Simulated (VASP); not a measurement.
Here is a VASP 6.6.1 calculation.

File INCAR:

```
SYSTEM = Au
  PREC = Accurate
  ENCUT = 520
  EDIFF = 1E-6
  ISMEAR = 0
  SIGMA = 0.15
  LREAL = .False.
  LASPH = .True.
  NELM = 80
  ALGO = Fast
  ISIF = 2
  LWAVE = .False.
  LCHARG = .True.
  GGA = PS
  LELF = .True.
  LVHAR = .True.
  NBANDS = 12
```

KPOINTS

```
regular mesh
0
Gamma
  22 22 22
  0 0 0
```

File POSCAR:

```
Au
1.0
   -1.0645922025      1.7126048476      1.7126048476
    1.7126048476     -1.0645922025      1.7126048476
    1.7126048476      1.7126048476     -1.0645922025
Au
1
Direct
    0.0000000000      0.0000000000      0.0000000000
```

Potentials or basis: VASP PAW PBE potentials, release 64 (Au).

The run is started by

```bash
$ cat potpaw_PBE.64/Au/POTCAR > POTCAR
$ mpirun -np 1 vasp_std > vasp.out
```

(1) What does it give for the pressure?

(2) Predict the band gap on the k mesh.

Answers

(1) 9.0 GPa.

(2) zero (an odd number of electrons rules out a gap without spin polarisation).

Caveat: the cell stands under pressure; the PAW data sets were made with another functional, which shifts forces and pressure a little; spin-orbit coupling is left out, which moves the levels of the heavy elements.
